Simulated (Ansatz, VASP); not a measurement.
## Two plane-wave programs on TeBr6

File POSCAR:

```
TeBr6
1.0
    7.4280410000      0.0000000000      0.0000000000
    0.0000000000      7.4280410000      0.0000000000
    0.0000000000      0.0000000000     11.0806000000
Te Br
2 12
Direct
    0.5000000000      0.5000000000      0.5000000000
    0.0000000000      0.0000000000      0.0000000000
    0.5000000000      0.5000000000      0.2683740000
    0.0000000000      0.0000000000      0.7683740000
    0.5000000000      0.5000000000      0.7316260000
    0.0000000000      0.0000000000      0.2316260000
    0.7809720000      0.7052570000      0.5000000000
    0.2190280000      0.2947430000      0.5000000000
    0.7190280000      0.2052570000      0.0000000000
    0.2809720000      0.7947430000      0.0000000000
    0.7052570000      0.2190280000      0.5000000000
    0.2947430000      0.7809720000      0.5000000000
    0.2052570000      0.2809720000      0.0000000000
    0.7947430000      0.7190280000      0.0000000000
```

The input INCAR.step1:

```
SYSTEM = TeBr6
ALGO = Normal
EDIFF = 1E-4
ENCUT = 520
GGA = PE
ISMEAR = -1
LASPH = .True.
LCHARG = .False.
LREAL = .False.
LWAVE = .True.
NBANDS = 61
NELM = 100
PREC = Accurate
SIGMA = 0.05
```

File INCAR.step2:

```
SYSTEM = TeBr6
ALGO = Normal
EDIFF = 1E-8
ENCUT = 520
ISIF = 2
ISMEAR = -1
ISTART = 1
LASPH = .True.
LCHARG = .False.
LEFG = .True.
LMIXTAU = .True.
LREAL = .False.
LWAVE = .False.
METAGGA = R2SCAN
NBANDS = 61
NELM = 100
PREC = Accurate
SIGMA = 0.05
```

Contents of KPOINTS:

```
k-points
0
Gamma
  5 5 3
  0 0 0
```

Input for Ansatz:

```yaml
crystal:
  lattice:
    - [7.428041, 0.0, 0.0]
    - [0.0, 7.428041, 0.0]
    - [0.0, 0.0, 11.0806]
  atoms:
    - { symbol: Te, position: [0.5, 0.5, 0.5] }
    - { symbol: Te, position: [0.0, 0.0, 0.0] }
    - { symbol: Br, position: [0.5, 0.5, 0.268374] }
    - { symbol: Br, position: [0.0, 0.0, 0.768374] }
    - { symbol: Br, position: [0.5, 0.5, 0.731626] }
    - { symbol: Br, position: [0.0, 0.0, 0.231626] }
    - { symbol: Br, position: [0.780972, 0.705257, 0.5] }
    - { symbol: Br, position: [0.219028, 0.294743, 0.5] }
    - { symbol: Br, position: [0.719028, 0.205257, 0.0] }
    - { symbol: Br, position: [0.280972, 0.794743, 0.0] }
    - { symbol: Br, position: [0.705257, 0.219028, 0.5] }
    - { symbol: Br, position: [0.294743, 0.780972, 0.5] }
    - { symbol: Br, position: [0.205257, 0.280972, 0.0] }
    - { symbol: Br, position: [0.794743, 0.719028, 0.0] }
kpoints:
  mp_grid: { grid: [5, 5, 3] }
scf:
  occupations: { method: fermi_dirac, width: 0.05 }
hamiltonian:
  xc: r2scan
  pseudopotentials: { kind: paw }
output:
  forces: true
  stress: true
  populations: true
  efg: { quadrupole_moments_barn: { Br: 0.2579 }, contact_densities: true }
```

Alike in both runs: task electric field gradients; functional r2SCAN; k mesh 5 × 5 × 3; occupations fermi-dirac, width 0.05 eV; no spin polarisation.

|  | VASP | Ansatz |
| --- | --- | --- |
| version | VASP 6.6.1 | Ansatz 0.2.0 |
| potentials or method | VASP PAW PBE potentials, release 64 (Te, Br) | plane-wave PAW, scalar-relativistic |
| plane-wave cutoff (eV) | 520 | 500 |
| valence electrons in the cell | 96 | 116 |

|  | VASP | Ansatz | Ansatz less VASP |
| --- | --- | --- | --- |
| pressure (GPa) | -0.8 | -0.7 | +0.06 |
| traceless stress, the component that is largest in VASP (GPa) | 0.25 | 0.25 | +0.002 |
| rms of the force components (eV/Å) | 0.089 | 0.082 | -0.0074 |
| size of Vzz on the site where it differs most (V/Å²) | 715.8 | 743.4 | +27.53 |

VASP's potentials were made for PBE, not for r2SCAN. Atom by atom the forces differ by 0.008 eV/Å (rms over components). VASP's potentials hold 96 valence electrons a cell and Ansatz's 116, so a difference there can come from the potentials and not from the codes.

Neither program's run includes spin-orbit coupling.
